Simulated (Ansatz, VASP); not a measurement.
MgI2 in VASP and in Ansatz

```
Mg I
1.0
     4.15370    0.00000    0.00000
    -2.07685    3.59721    0.00000
     0.00000    0.00000    6.86200
Mg I
1 2
Direct
  0.00000 0.00000 0.00000
  0.27237 0.63618 0.80196
  0.60570 0.30285 0.28670
```

Change from the starting cell: all I atoms moved +0.375 Å, as atom 2 towards its neighbour atom 3 (I) at 4.101 Å.

Alike in both runs: task single point; functional PBE; k mesh 6 × 6 × 4; occupations gaussian, width 0.05 eV; no spin polarisation.

|  | VASP | Ansatz |
| --- | --- | --- |
| version | VASP 6.6.1 | Ansatz 0.2.0 |
| potentials or method | VASP PAW PBE potentials, release 64 (Mg, I), cutoff 520 eV | scalar-relativistic, plane waves, PAW |
| valence electrons in the cell | 16 | 44 |

```csv
,VASP,Ansatz,Ansatz less VASP
gap on the k mesh at the Fermi level (eV),2.80,2.82,+0.018
least direct gap on the mesh (eV),2.87,2.88,+0.017
pressure (GPa),2.4,2.4,+0.05
"traceless stress, the component that is largest in VASP (GPa)",-1.05,-1.05,+0.002
rms of the force components (eV/Å),0.778,0.778,0.0000
```

Atom by atom the forces differ by 0.004 eV/Å (rms over components). The functional is the same, so the differences come from potentials, cutoffs and numerics. VASP's potentials hold 16 valence electrons a cell and Ansatz's 44, so a difference there can come from the potentials and not from the codes.

Spin-orbit coupling is off throughout.
